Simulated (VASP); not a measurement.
# CoO (R-3m) in VASP: notebook, part 2 of 3

VASP 6.6.1. The steps go on from the part before.

## 3. Single point, PBE, collinear spin, ferromagnetic start

Contents of INCAR:

```
SYSTEM = CoO
PREC = Accurate
ENCUT = 520
EDIFF = 1E-7
ISMEAR = -1
SIGMA = 0.05
LREAL = .FALSE.
LASPH = .TRUE.
NELM = 150
ALGO = Normal
ISIF = 2
LWAVE = .FALSE.
LCHARG = .FALSE.
ISPIN = 2
MAGMOM = 4 0
LORBIT = 11
NUPDOWN = 4.0
LMAXMIX = 4
GGA = PE
NBANDS = 18
```

Contents of KPOINTS:

```
regular mesh
0
G
  9 9 9
  0 0 0
```

Contents of POSCAR:

```
CoO
1.0
    1.5054695445      0.8691832468      2.4399269062
   -1.5054695445      0.8691832468      2.4399269062
    0.0000000000     -1.7383664936      2.4399269062
Co O
1 1
Direct
    0.0000000000      0.0000000000      0.0000000000
    0.5000000000      0.5000000000      0.5000000000
```

Potentials or basis: VASP PAW PBE potentials, release 64 (Co, O).

Launch:

```bash
$ cat potpaw_PBE.64/Co/POTCAR potpaw_PBE.64/O/POTCAR > POTCAR
$ mpirun -np 1 vasp_std > vasp.out
```

OUTCAR:

```text
SYSTEM = CoO
   PREC = Accurate
   ENCUT = 520
   EDIFF = 1E-7
   ISMEAR = -1
   LREAL = .FALSE.
   LASPH = .TRUE.
   NELM = 150
   ISIF = 2
   ISPIN = 2
   LORBIT = 11
   NUPDOWN = 4.0
   GGA = PE

 ion  position               nearest neighbor table
   1  0.000  0.000  0.000-   2 2.12   2 2.12   2 2.12   2 2.12   2 2.12   2 2.12
   2  0.500  0.500  0.500-   1 2.12   1 2.12   1 2.12   1 2.12   1 2.12   1 2.12

  LATTYP: Found a trigonal (rhomboedric) cell.
 ALAT       =     2.9958573687
 COS(alpha) =     0.4949531368

  Lattice vectors:

 A1 = (   1.5054695445,   0.8691832468,   2.4399269062)
 A2 = (  -1.5054695445,   0.8691832468,   2.4399269062)
 A3 = (   0.0000000000,  -1.7383664936,   2.4399269062)

Analysis of symmetry for initial positions (statically):
=====================================================================
 Subroutine PRICEL returns:
 Original cell was already a primitive cell.

 Routine SETGRP: Setting up the symmetry group for a
 trigonal (rhombohedral) supercell.

 Subroutine GETGRP returns: Found 12 space group operations
 (whereof 12 operations were pure point group operations)
 out of a pool of 12 trial point group operations.

The static configuration has the point symmetry D_3d.

Analysis of symmetry for dynamics (positions and initial velocities):
=====================================================================
 Subroutine PRICEL returns:
 Original cell was already a primitive cell.

 Routine SETGRP: Setting up the symmetry group for a
 trigonal (rhombohedral) supercell.

 Subroutine GETGRP returns: Found 12 space group operations
 (whereof 12 operations were pure point group operations)
 out of a pool of 12 trial point group operations.

The dynamic configuration has the point symmetry D_3d.

Analysis of structural, dynamic, and magnetic symmetry:
=====================================================================
 Subroutine PRICEL returns:
 Original cell was already a primitive cell.

[... 149 lines left out ...]
  ext. energy  EPLUGINS =         0.00000000
  ---------------------------------------------------
  free energy    TOTEN  =       -10.42020792 eV

  energy without entropy =      -10.39035827  energy(sigma->0) =      -10.40528309

 E-fermi :   7.0952     XC(G=0): -12.5697

 val. band max:       13.8788971428   @ k =   0.4444   0.3333  -0.0000
 cond. band min:       7.1009698223   @ k =  -0.3333   0.2222   0.1111
 fundamental gap:     -6.7779273206
 Fermi energy:        13.8839074427

 spin component 1

 k-point     1 :       0.0000    0.0000    0.0000
  band No.  band energies     occupation
      1     -12.4898      1.00000
      2       3.4982      1.00000
      3       3.4982      1.00000
      4       3.5383      1.00000
      5       3.5383      1.00000
      6       3.5736      1.00000
[... 493 lines left out ...]
     17      39.3438      0.00000
     18      39.3880      0.00000

 [... further k-points ...]

 spin component 2

 k-point     1 :       0.0000    0.0000    0.0000
  band No.  band energies     occupation
      1     -11.3484      1.00000
      2       5.8370      1.00000
      3       5.8370      1.00000
      4       5.8901      1.00000
      5       6.2128      1.00000
      6       6.2130      1.00000
[... 493 lines left out ...]
     17      39.9077      0.00000
     18      39.9451      0.00000

 [... further k-points ...]

------------------------ aborting loop because EDIFF is reached ----------------------------------------

  FORCE on cell =-STRESS in cart. coord.  units (eV):
  Direction    XX          YY          ZZ          XY          YZ          ZX
  --------------------------------------------------------------------------------------
  -------------------------------------------------------------------------------------
  Total        2.9488461      2.9488461      2.8976977      0.0000000      0.0000000     -0.0000000
  in kB      246.6330650    246.6330650    242.3551579      0.0000000      0.0000000     -0.0000000
  external PRESSURE =     245.2070959 kB  Pullay stress =       0.0000000 kB

 VOLUME and BASIS-vectors are now :
 -----------------------------------------------------------------------------
  energy-cutoff  :      520.00
  volume of cell :       19.16
      direct lattice vectors                 reciprocal lattice vectors
     1.505469544  0.869183247  2.439926906     0.332122295  0.191750896  0.136616114
    -1.505469544  0.869183247  2.439926906    -0.332122295  0.191750896  0.136616114
     0.000000000 -1.738366494  2.439926906     0.000000000 -0.383501793  0.136616114

 POSITION                                       TOTAL-FORCE (eV/Angst)
 -----------------------------------------------------------------------------------
      0.00000      0.00000      0.00000        -0.000000     -0.000000     -0.000000
      0.00000      0.00000      3.65989         0.000000      0.000000      0.000000
 -----------------------------------------------------------------------------------
    total drift:                               -0.000000      0.000000     -0.000000

  FREE ENERGIE OF THE ION-ELECTRON SYSTEM (eV)
  ---------------------------------------------------
  free  energy   TOTEN  =       -10.4202079167 eV

  energy  without entropy=      -10.3903582700  energy(sigma->0) =      -10.40528309

 total charge

# of ion       s       p       d       tot
------------------------------------------
    1        0.397   0.420   6.899   7.716
    2        1.604   3.364   0.000   4.968
--------------------------------------------------
tot          2.000   3.785   6.899  12.684

 magnetization (x)

# of ion       s       p       d       tot
------------------------------------------
    1        0.130   0.083   2.865   3.078
    2        0.086   0.568   0.000   0.655
--------------------------------------------------
tot          0.216   0.651   2.865   3.733
```

stdout:

```text
POSCAR found type information on POSCAR CoO
 POSCAR found :  2 types and       2 ions
 scaLAPACK will be used
 LDA part: xc-table for (Slater+PW92), standard interpolation
 POSCAR, INCAR and KPOINTS ok, starting setup
 FFT: planning ... GRIDC
 FFT: planning ... GRID_SOFT
 FFT: planning ... GRID
 WAVECAR not read
 entering main loop
```

It took 52 s on 1 thread of Intel Xeon Platinum 8488C (Sapphire Rapids), shared host; peak memory 0.18 GiB.

Results:

```
Free energy                                           : -10.4202 eV
Pressure                                              : 24.5 GPa
Net moment                                            : 4.00 μB per cell
Site moments                                          : Co +3.08; O +0.66 μB
Valence electrons inside the program's atomic spheres : Co 7.72; O 4.97
```

Caveat: the total moment is fixed, so each spin has its own Fermi level; a cell with one magnetic atom can't hold antiferromagnetic order, which such compounds often take.

## 4. Single point, PBE, collinear spin, ferromagnetic start

This run uses another cell than the first one, of 9.00 Å³/atom, 0.940 times its volume.

Contents of INCAR:

```
SYSTEM = CoO
PREC = Accurate ; ENCUT = 520
EDIFF = 1E-6 ; ISMEAR = -1
SIGMA = 0.05 ; LREAL = .FALSE.
LASPH = .TRUE. ; NELM = 150
ALGO = Normal ; ISIF = 2
LWAVE = .FALSE. ; LCHARG = .FALSE.
ISPIN = 2 ; MAGMOM = 2 0
LORBIT = 11 ; LMAXMIX = 4
GGA = PE ; NBANDS = 18
```

Contents of KPOINTS:

```
regular mesh
0
G
  11 11 11
  0 0 0
```

Contents of POSCAR:

```
CoO
1.0
    1.4747370529      0.8514398345      2.3901185036
   -1.4747370529      0.8514398345      2.3901185036
    0.0000000000     -1.7028796690      2.3901185036
Co O
1 1
Direct
    0.0000000000      0.0000000000      0.0000000000
    0.5000000000      0.5000000000      0.5000000000
```

Launch:

```bash
$ cat potpaw_PBE.64/Co/POTCAR potpaw_PBE.64/O/POTCAR > POTCAR
$ mpirun -np 1 vasp_std > vasp.out
```

It took 53 s on 1 thread of Intel Xeon Platinum 8488C (Sapphire Rapids), shared host; peak memory 0.2 GiB.

The run converged. Its results:

| Item | Value |
| --- | --- |
| Free energy | -13.0281 eV |
| Pressure | 10.4 GPa |
| Net moment | 2.64 μB per cell |
| Site moments | Co +2.36; O +0.24 μB |
| Valence electrons inside the program's atomic spheres | Co 7.93; O 5.01 |

Stress tensor (GPa, compression positive):
```
10.66  0.00  0.00
 0.00 10.66  0.00
 0.00  0.00  9.99
```

Levels at points of the mesh, in eV from the Fermi level:
Spin up:
```
           k point  band 5  band 6  band 7  band 8  band 9  band 10  band 11  band 12  band 13  band 14
(0.00, 0.00, 0.00)   -3.19   -3.19   -3.05   -3.05   -3.01     1.40    17.07    18.66    18.66    18.87
```
Spin down:
| k point | band 4 | band 5 | band 6 | band 7 | band 8 | band 9 |
| --- | --- | --- | --- | --- | --- | --- |
| (0.00, 0.00, 0.00) | -2.96 | -1.28 | -1.28 | -1.25 | -0.06 | -0.06 |

Caveat: a cell with one magnetic atom can't hold antiferromagnetic order, which such compounds often take; semilocal functionals often make such compounds metallic where correlation or magnetic order opens a gap, which also shifts bond lengths.

(Continued in part 3 of 3.)
